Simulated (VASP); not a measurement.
# Mg (Pm-3n) in VASP: further runs

Runs on Mg. Level: r2SCAN. Tasks: single point, relaxation of cell and atoms.

Everything below comes from runs of VASP 6.6.1. Logs are shortened: lines on timing, memory, paths and dates and some standing lists are left out, and cuts for length are marked.

**1. The cell of the first run**

It takes space group Pm-3n (No. 223, cubic). The conventional cell has a = 5.693 Å, b = 5.693 Å, c = 5.693 Å, α = 90.00°, β = 90.00°, γ = 90.00°. Within 4.2 Å of Mg (site symmetry m-3) lie 12 Mg at 3.18 Å. Within 3.8 Å of Mg (site symmetry -4m2) lie 14 Mg at 2.85 to 3.49 Å.

**2. Single point, r2SCAN**

Contents of POSCAR:

```
Mg
1.0
    5.6933349500      0.0000000000      0.0000000000
    0.0000000000      5.6933349500      0.0000000000
    0.0000000000      0.0000000000      5.6933349500
Mg
8
Direct
    0.0000000000      1.0000000000      0.0000000000
    0.5000000000      0.5000000000      0.5000000000
    0.2500000000      1.0000000000      0.5000000000
    0.7500000000      1.0000000000      0.5000000000
    0.5000000000      0.2500000000      0.0000000000
    0.5000000000      0.7500000000      1.0000000000
    1.0000000000      0.5000000000      0.2500000000
    1.0000000000      0.5000000000      0.7500000000
```

Contents of INCAR.step1:

```
SYSTEM = Mg
PREC = Accurate
ENCUT = 520
ISMEAR = -1
SIGMA = 0.1
LREAL = .FALSE.
LASPH = .TRUE.
NELM = 80
NBANDS = 18
GGA = PE
ALGO = Normal
EDIFF = 1E-4
LWAVE = .TRUE.
LCHARG = .FALSE.
```

Contents of INCAR.step2:

```
SYSTEM = Mg
PREC = Accurate
ENCUT = 520
EDIFF = 1E-7
ISMEAR = -1
SIGMA = 0.1
LREAL = .FALSE.
LASPH = .TRUE.
NELM = 80
ALGO = Normal
ISIF = 2
LWAVE = .FALSE.
LCHARG = .TRUE.
METAGGA = R2SCAN
LMIXTAU = .TRUE.
LELF = .TRUE.
LVHAR = .TRUE.
NBANDS = 18
ISTART = 1
```

Contents of KPOINTS:

```
regular mesh
0
G
  5 5 5
  0 0 0
```

Potentials or basis: VASP PAW PBE potentials, release 64 (Mg).

Launch:

```console
> cat potpaw_PBE.64/Mg/POTCAR > POTCAR
> cp INCAR.step1 INCAR
> mpirun -np 1 vasp_std > vasp.out
> cp INCAR.step2 INCAR
> mpirun -np 1 vasp_std > vasp.out
```

OUTCAR:

```text
SYSTEM = Mg
   PREC = Accurate
   ENCUT = 520
   EDIFF = 1E-7
   ISMEAR = -1
   LREAL = .FALSE.
   LASPH = .TRUE.
   NELM = 80
   ISIF = 2
   METAGGA = R2SCAN
   ISTART = 1

 ion  position               nearest neighbor table
   1  0.000  0.000  0.000-   3 3.18   4 3.18   5 3.18   6 3.18   7 3.18   8 3.18   3 3.18   4 3.18
                             7 3.18   8 3.18   5 3.18   6 3.18
   2  0.500  0.500  0.500-   3 3.18   4 3.18   5 3.18   6 3.18   7 3.18   8 3.18   5 3.18   6 3.18
                             3 3.18   4 3.18   7 3.18   8 3.18
   3  0.250  0.000  0.500-   4 2.85   4 2.85   1 3.18   1 3.18   2 3.18   2 3.18   5 3.49   6 3.49
                             6 3.49   5 3.49   8 3.49   7 3.49   8 3.49   7 3.49
   4  0.750  0.000  0.500-   3 2.85   3 2.85   1 3.18   1 3.18   2 3.18   2 3.18   5 3.49   6 3.49
                             6 3.49   5 3.49   8 3.49   7 3.49   8 3.49   7 3.49
   5  0.500  0.250  0.000-   6 2.85   6 2.85   1 3.18   2 3.18   2 3.18   1 3.18   3 3.49   4 3.49
                             3 3.49   4 3.49   8 3.49   7 3.49   7 3.49   8 3.49
   6  0.500  0.750  0.000-   5 2.85   5 2.85   1 3.18   2 3.18   2 3.18   1 3.18   3 3.49   4 3.49
                             3 3.49   4 3.49   8 3.49   7 3.49   7 3.49   8 3.49
   7  0.000  0.500  0.250-   8 2.85   8 2.85   1 3.18   2 3.18   1 3.18   2 3.18   3 3.49   4 3.49
                             5 3.49   3 3.49   4 3.49   6 3.49   5 3.49   6 3.49
   8  0.000  0.500  0.750-   7 2.85   7 2.85   1 3.18   2 3.18   1 3.18   2 3.18   3 3.49   4 3.49
                             5 3.49   3 3.49   4 3.49   6 3.49   5 3.49   6 3.49

  LATTYP: Found a simple cubic cell.
 ALAT       =     5.6933349500

  Lattice vectors:

 A1 = (   5.6933349500,   0.0000000000,   0.0000000000)
 A2 = (   0.0000000000,   5.6933349500,   0.0000000000)
 A3 = (   0.0000000000,   0.0000000000,   5.6933349500)

Analysis of symmetry for initial positions (statically):
=====================================================================
 Subroutine PRICEL returns:
 Original cell was already a primitive cell.

 Routine SETGRP: Setting up the symmetry group for a
 simple cubic supercell.

 Subroutine GETGRP returns: Found 48 space group operations
 (whereof 24 operations were pure point group operations)
 out of a pool of 48 trial point group operations.

The static configuration has the point symmetry T_h .
 The point group associated with its full space group is O_h .

Analysis of symmetry for dynamics (positions and initial velocities):
=====================================================================
 Subroutine PRICEL returns:
 Original cell was already a primitive cell.

 Routine SETGRP: Setting up the symmetry group for a
[... 114 lines left out ...]
   PSTRESS=    0.0 pullay stress
   NELECT =      16.0000    total number of electrons
   NUPDOWN=      -1.0000    fix difference up-down
   EMIN   =  10.00;   EMAX   =-10.00  energy-range for DOS
   EFERMI =   0.00;   METHOD = LEGACY
   ISMEAR =    -1;   SIGMA  =   0.10  broadening in eV -4-tet -1-fermi 0-gaus
   EFERMI_NEDOS =   21; number of points for ismear=-14 and -15
   IALGO  =     38    algorithm
   IMIX   =      4    mixing-type and parameters
     AMIX     =   0.40;   BMIX     =  1.00
     AMIX_MAG =   1.60;   BMIX_MAG =  1.00
  volume/ion in A,a.u.               =      23.07       155.67
  Fermi-wavevector in a.u.,A,eV,Ry     =   0.724572  1.369242  7.143117  0.525004
  Thomas-Fermi vector in A             =   1.815075
   LORBIT       =      0    0 simple, 1 ext, 2 COOP (PROOUT), +10 PAW based schemes
   METAGGA = R2SCAN    functional components
   LHFCALC =     F    Hartree Fock is set to
   AEXX    =    0.0000 exact exchange contribution
   IVDW    =     0    specifies the selected vdW correction
   LEPSILON=     F    determine dielectric tensor
   LRPA    =     F    only Hartree local field effects (RPA)
 non-spin polarized calculation
  energy-cutoff  :      520.00
  volume of cell :      184.54
 maximum number of plane-waves:      4985
 NGX is ok and might be reduce to    42
   NGX = 21   NGY = 21   NGZ = 21

 number of electron      16.0000000 magnetization

 Free energy of the ion-electron system (eV)
  ---------------------------------------------------
  ext. energy  EPLUGINS =         0.00000000
  ---------------------------------------------------
  free energy    TOTEN  =       -32.79613749 eV

  energy without entropy =      -32.69337538  energy(sigma->0) =      -32.74475644

 E-fermi :   2.6020     XC(G=0):  -9.0224

 val. band max:        2.4095568878   @ k =   0.2000   0.2000   0.2000
 cond. band min:       2.6510795515   @ k =   0.2000   0.2000   0.2000
 fundamental gap:      0.2415226637
 Fermi energy:         2.6020069774

 k-point     1 :       0.0000    0.0000    0.0000
  band No.  band energies     occupation
      1      -4.7510      2.00000
      2       0.0711      2.00000
      3       0.0711      2.00000
      4       0.0711      2.00000
      5       0.0833      2.00000
      6       0.0833      2.00000
[... 187 lines left out ...]
      5      -0.4890      2.00000
      6      -0.4890      2.00000
[... 10 lines left out ...]
     17       7.5082      0.00000
     18       7.9715      0.00000

------------------------ aborting loop because EDIFF is reached ----------------------------------------

  FORCE on cell =-STRESS in cart. coord.  units (eV):
  Direction    XX          YY          ZZ          XY          YZ          ZX
  --------------------------------------------------------------------------------------
  -------------------------------------------------------------------------------------
  Total       -0.2953149     -0.2953149     -0.2953149     -0.0000000     -0.0000000      0.0000000
  in kB       -2.5638681     -2.5638681     -2.5638681     -0.0000000     -0.0000000      0.0000000
  external PRESSURE =      -2.5638681 kB  Pullay stress =       0.0000000 kB

 VOLUME and BASIS-vectors are now :
 -----------------------------------------------------------------------------
  energy-cutoff  :      520.00
  volume of cell :      184.54
      direct lattice vectors                 reciprocal lattice vectors
     5.693334950  0.000000000  0.000000000     0.175643978  0.000000000  0.000000000
     0.000000000  5.693334950  0.000000000     0.000000000  0.175643978  0.000000000
     0.000000000  0.000000000  5.693334950     0.000000000  0.000000000  0.175643978

 POSITION                                       TOTAL-FORCE (eV/Angst)
 -----------------------------------------------------------------------------------
      0.00000      0.00000      0.00000        -0.000000      0.000000      0.000000
      2.84667      2.84667      2.84667        -0.000000      0.000000      0.000000
      1.42333      0.00000      2.84667        -0.000000      0.000000      0.000000
      4.27000      0.00000      2.84667         0.000000     -0.000000     -0.000000
      2.84667      1.42333      0.00000        -0.000000     -0.000000      0.000000
      2.84667      4.27000      0.00000         0.000000      0.000000     -0.000000
      0.00000      2.84667      1.42333        -0.000000     -0.000000      0.000000
      0.00000      2.84667      4.27000        -0.000000      0.000000     -0.000000
 -----------------------------------------------------------------------------------
    total drift:                               -0.000000     -0.000000     -0.000000

  FREE ENERGIE OF THE ION-ELECTRON SYSTEM (eV)
  ---------------------------------------------------
  free  energy   TOTEN  =       -32.7961374916 eV

  energy  without entropy=      -32.6933753848  energy(sigma->0) =      -32.74475644
```

OSZICAR.step1:

```text
N       E                     dE             d eps       ncg     rms          rms(c)
DAV:   1     0.129898350542E+02    0.12990E+02   -0.47049E+03   360   0.644E+02
DAV:   2    -0.109291177657E+02   -0.23919E+02   -0.21861E+02   460   0.786E+01
DAV:   3    -0.117652897866E+02   -0.83617E+00   -0.81465E+00   440   0.115E+01
DAV:   4    -0.117718861746E+02   -0.65964E-02   -0.65917E-02   470   0.124E+00
DAV:   5    -0.117719654202E+02   -0.79246E-04   -0.79244E-04   446   0.144E-01    0.189E+00
DAV:   6    -0.117529850032E+02    0.18980E-01   -0.28274E-03   436   0.391E-01    0.121E+00
DAV:   7    -0.117284341354E+02    0.24551E-01   -0.10119E-02   380   0.672E-01    0.676E-02
DAV:   8    -0.117284619820E+02   -0.27847E-04   -0.83876E-05   362   0.508E-02
   1 F= -.11728462E+02 E0= -.11674092E+02  d E =-.108740E+00
```

Run time: 5 min. Hardware: 1 thread of Intel Xeon 8259CL, shared host; peak memory 0.28 GiB.

What came out:

```yaml
Free_energy: -32.7961 eV
Pressure: -0.3 GPa
Band_gap_on_the_k_mesh: zero (bands 8 and 9 overlap by 2.40 eV)
```

Levels at points of the mesh, in eV from the Fermi level:
| k point | band 5 | band 6 | band 7 | band 8 | band 9 | band 10 | band 11 | band 12 |
| --- | --- | --- | --- | --- | --- | --- | --- | --- |
| (0.00, 0.00, 0.00) | -2.52 | -2.52 | -2.50 | 1.61 | 1.61 | 1.61 | 1.67 | 1.67 |

Caveat: the PAW data sets were made with another functional, which shifts forces and pressure a little.

**3. Single point, r2SCAN**

POSCAR is that of step 2.

Contents of INCAR.step1:

```
SYSTEM = Mg
  ALGO = Normal
  EDIFF = 1E-4
  ENCUT = 520
  GGA = PE
  ISMEAR = -1
  LASPH = .True.
  LCHARG = .False.
  LREAL = .False.
  LWAVE = .True.
  NBANDS = 18
  NELM = 100
  PREC = Accurate
  SIGMA = 0.1
```

Contents of INCAR.step2:

```
SYSTEM = Mg
  ALGO = Normal
  EDIFF = 1E-6
  ENCUT = 520
  ISIF = 2
  ISMEAR = -1
  ISTART = 1
  LASPH = .True.
  LCHARG = .False.
  LMIXTAU = .True.
  LREAL = .False.
  LWAVE = .False.
  METAGGA = R2SCAN
  NBANDS = 18
  NELM = 100
  PREC = Accurate
  SIGMA = 0.1
```

Contents of KPOINTS:

```
k-points
0
Gamma
  6 6 6
  0 0 0
```

Potentials or basis: VASP PAW PBE potentials, release 64 (Mg).

Launch:

```console
> cat potpaw_PBE.64/Mg/POTCAR > POTCAR
> cp INCAR.step1 INCAR
> mpirun -np 1 vasp_std > vasp.out
> cp INCAR.step2 INCAR
> mpirun -np 1 vasp_std > vasp.out
```

Run time: 6.8 min. Hardware: 1 thread of Intel Xeon 8259CL, shared host; peak memory 0.3 GiB.

It converged, with:

```
Free energy            : -32.7990 eV
Pressure               : -0.3 GPa
Band gap on the k mesh : zero (bands 8 and 9 overlap by 2.71 eV)
```

Levels at points of the mesh, in eV from the Fermi level:
```
           k point  band 5  band 6  band 7  band 8  band 9  band 10  band 11  band 12
(0.00, 0.00, 0.00)   -2.42   -2.42   -2.40    1.71    1.71     1.71     1.78     1.78
(0.50, 0.00, 0.00)   -1.42   -1.42   -1.09   -1.09   -1.00    -1.00     2.84     2.84
(0.50, 0.50, 0.00)   -0.70   -0.34   -0.34   -0.19    0.01     0.23     0.23     0.71
(0.50, 0.50, 0.50)   -3.60   -3.60   -3.58   -3.58    5.07     5.07     5.07     5.07
```

Caveat: the PAW data sets were made with another functional, which shifts forces and pressure a little.

[end of part 1 of 2]

The gap in the log of VASP goes by the Fermi energy; the results here count the filled bands.